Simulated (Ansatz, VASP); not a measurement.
## SrO in VASP and in Ansatz

```
Sr O
1.0
     0.00000    2.59737    2.59737
     2.59737    0.00000    2.59737
     2.59737    2.59737    0.00000
Sr O
1 1
Cartesian
  2.5974 2.5974 2.5974
  0.0000 0.0000 0.0000
```

Alike in both runs: task single point; functional PBEsol; k mesh 8 × 8 × 8; occupations gaussian, width 0.02 eV; no spin polarisation.

|  | VASP | Ansatz |
| --- | --- | --- |
| version | VASP 6.6.1 | Ansatz 0.2.0 |
| potentials or method | VASP PAW PBE potentials, release 64 (Sr_sv, O), cutoff 520 eV | scalar-relativistic, plane waves, PAW |
| valence electrons in the cell | 16 | 16 |

|  | VASP | Ansatz | Ansatz less VASP |
| --- | --- | --- | --- |
| gap on the k mesh at the Fermi level (eV) | 3.18 | 3.22 | +0.045 |
| least direct gap on the mesh (eV) | 3.28 | 3.32 | +0.035 |
| pressure (GPa) | -3.1 | -3.6 | -0.53 |

VASP's potentials were made for PBE, not for PBEsol.
